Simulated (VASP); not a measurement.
A run of VASP 6.6.1:

File INCAR:

```
SYSTEM = C
PREC = Accurate ; ENCUT = 600
EDIFF = 1E-6 ; ISMEAR = -1
SIGMA = 0.15 ; LREAL = .False.
LASPH = .True. ; NELM = 100
ALGO = Normal ; ISIF = 3
LWAVE = .False. ; LCHARG = .False.
IBRION = 2 ; NSW = 80
EDIFFG = -0.001
```

Contents of KPOINTS:

```
Automatic mesh
0
Gamma
  18 18 6
  0 0 0
```

Contents of POSCAR:

```
C
1.0
    1.2332794860     -2.1360615852      0.0000000000
    1.2332794860      2.1360615852      0.0000000000
    0.0000000000      0.0000000000      8.7456812960
C
4
Direct
    0.0833322022      0.9166677978      0.7500234453
    0.5833322022      0.4166677978      0.2499765547
    0.9166677978      0.0833322022      0.2499765547
    0.4166677978      0.5833322022      0.7500234453
```

Potentials or basis: VASP PAW LDA potentials, release 64 (C).

The run is started by

```console
$ cat potpaw_LDA.64/C/POTCAR > POTCAR
$ mpirun -np 1 vasp_std > vasp.out
```

Hardware: 1 thread of Intel(R) Xeon(R) 6975P-C (Granite Rapids), on a shared host.

**Question.** How long does it take, and how much memory?

**Answer.** Wall time 24 min on 1 thread of Intel(R) Xeon(R) 6975P-C (Granite Rapids) (shared host), peak memory 0.33 GiB. Counts: scf iterations 221, k points 364, ion steps 41.
